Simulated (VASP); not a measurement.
Set up this calculation in VASP 6.6.1, as the native input.

- Task: single point
- Functional: PBE
- Potentials or basis: VASP PAW PBE potentials, release 64 (In_d, P)
- Cutoff: 520 eV
- k mesh: 18 × 18 × 18
- Occupations: gaussian, width 0.15 eV
- Spin: no spin polarisation
- Dipole correction: no
- Further INCAR settings: ALGO = Normal; EDIFF = 1e-07; NBANDS = 16

The structure of InP lies in POSCAR:

```
InP
1.0
    0.0000000000      2.6870556022      2.6870556022
    2.6870556022      0.0000000000      2.6870556022
    2.6870556022      2.6870556022      0.0000000000
In P
1 1
Direct
    0.0000000000      0.0000000000      0.0000000000
    0.5000000000      0.5000000000      0.5000000000
```

This cell differs from its parent crystal: strain -0.030 along x and y, -0.030 along z.

One way to write it, as run:

INCAR

```
ALGO     = Normal         # electronic algorithm
EDIFF    = 1E-7           # SCF threshold, eV
ENCUT    = 520            # plane-wave cutoff, eV
GGA      = PE             # functional
ISIF     = 2              # what is computed and relaxed
ISMEAR   = 0              # smearing method
LASPH    = T              # aspherical terms in the spheres
LCHARG   = T              # write CHGCAR
LELF     = T              # ELF
LREAL    = F              # projectors in reciprocal space
LVHAR    = T            
LWAVE    = F              # write WAVECAR
NBANDS   = 16             # bands
NELM     = 80             # most SCF steps
PREC     = Accurate       # precision mode
SIGMA    = 0.15           # smearing width, eV
```

KPOINTS

```
k-points
0
Gamma
  18 18 18
```

Potentials or basis: VASP PAW PBE potentials, release 64 (In_d, P).

Launch:

```bash
$ cat potpaw_PBE.64/In_d/POTCAR potpaw_PBE.64/P/POTCAR > POTCAR
$ mpirun -np 1 vasp_std > vasp.out
```

Results of the run:

- Pressure: 8.4 GPa
- Band gap on the k mesh: zero (band 9 reaches 8.52 eV, above the bottom of band 10 at 5.80 eV)

Caveat: the cell differs from its parent crystal (strain -0.030 along x and y, -0.030 along z); spin-orbit coupling is left out, which moves the levels of the heavy elements.

Run time: 45 s on 1 thread of Intel(R) Xeon(R) 6975P-C (Granite Rapids) (shared host), peak memory 0.24 GiB.
